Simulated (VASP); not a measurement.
Be3S5:

```
Be S
1.0
     5.25296    0.00000    0.00000
     0.00000    5.25296    0.00000
     0.00000    0.00000    5.25296
Be S
3 5
Cartesian
  2.6265 0.0000 0.0000
  0.0000 2.6265 0.0000
  0.0000 0.0000 2.6265
  0.0000 2.6265 2.6265
  2.6265 0.0000 2.6265
  2.6265 2.6265 0.0000
  0.0000 0.0000 0.0000
  2.6265 2.6265 2.6265
```

* Program: VASP 6.6.1
* Task: relaxation of cell and atoms
* Functional: PBE
* Potentials or basis: VASP PAW PBE potentials, release 64 (Be, S)
* Cutoff: 600 eV
* k mesh: 3 × 3 × 3
* Occupations: gaussian, width 0.2 eV
* Spin: no spin polarisation

At the start: pressure -15.0 GPa; volume 18.12 Å³/atom.

Problem. Where does the relaxation end?

Solution. Over 3 steps the energy falls by 269.4 meV/atom and the volume is 13.65 Å³/atom (-24.7 %); space group Pm-3m (No. 221, to 0.05 Å).

Step by step:
| step | energy change (eV) | largest force (eV/Å) | pressure (GPa) | volume (Å³) |
| --- | --- | --- | --- | --- |
| 1 | 0.0000 | 0.0000 | -15.02 | 144.95 |
| 2 | -2.1286 | 0.0000 | -2.60 | 112.16 |
| 3 | -2.1552 | 0.0000 | -0.19 | 109.17 |

Final structure:
```yaml
crystal:
  lattice:
    - [4.77937, 0.00000, 0.00000]
    - [0.00000, 4.77937, 0.00000]
    - [0.00000, 0.00000, 4.77937]
  atoms:
    - { symbol: Be, position: [0.50000, 0.00000, 0.00000] }
    - { symbol: Be, position: [0.00000, 0.50000, 0.00000] }
    - { symbol: Be, position: [0.00000, 0.00000, 0.50000] }
    - { symbol: S, position: [0.00000, 0.50000, 0.50000] }
    - { symbol: S, position: [0.50000, 0.00000, 0.50000] }
    - { symbol: S, position: [0.50000, 0.50000, 0.00000] }
    - { symbol: S, position: [0.00000, 0.00000, 0.00000] }
    - { symbol: S, position: [0.50000, 0.50000, 0.50000] }
```

Caveat: the k points lie up to 0.44 Å⁻¹ apart in the final cell; the volume moved by over 15 % at a fixed basis, so the end points are rough.
